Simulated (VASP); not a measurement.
A run of VASP 6.6.1 is set up as follows.

File INCAR:

```
SYSTEM = AlN
PREC     = Accurate       ! precision mode
ENCUT    = 520            ! plane-wave cutoff, eV
EDIFF    = 1E-6           ! SCF threshold, eV
ISMEAR   = 0              ! smearing method
SIGMA    = 0.05           ! smearing width, eV
LREAL    = .False.        ! projectors in reciprocal space
LASPH    = .True.         ! aspherical terms in the spheres
NELM     = 100            ! most SCF steps
ALGO     = Normal         ! electronic algorithm
ISIF     = 2              ! what is computed and relaxed
LWAVE    = .False.        ! write WAVECAR
LCHARG   = .True.         ! write CHGCAR
GGA      = PS             ! functional
LELF     = .True.         ! ELF
LVHAR    = .True.       
NBANDS   = 16             ! bands
```

Contents of KPOINTS:

```
regular mesh
0
Gamma
  9 9 6
  0 0 0
```

File POSCAR:

```
AlN
1.0
    3.1080520378      0.0000000000      0.0000000000
   -1.5540260189      2.6916520210      0.0000000000
    0.0000000000      0.0000000000      4.2229103038
Al N
2 2
Direct
    0.3333333333      0.6666666667      0.7500000000
    0.6666666667      0.3333333333      0.2500000000
    0.3333333333      0.6666666667      0.2500000000
    0.6666666667      0.3333333333      0.7500000000
```

Potentials or basis: VASP PAW PBE potentials, release 64 (Al, N).

Command:

```console
$ cat potpaw_PBE.64/Al/POTCAR potpaw_PBE.64/N/POTCAR > POTCAR
$ mpirun -np 1 vasp_std > vasp.out
```

Q: Estimate the band gap on the k mesh.

A: 3.99 eV, direct.

Q: Predict the pressure.

A: 32.1 GPa.

Stress tensor (GPa, compression positive):
```
42.79  0.00  0.00
 0.00 42.79  0.00
 0.00  0.00 10.64
```

Caveat: the PAW data sets were made with another functional, which shifts forces and pressure a little. A k mesh can miss the band edges.
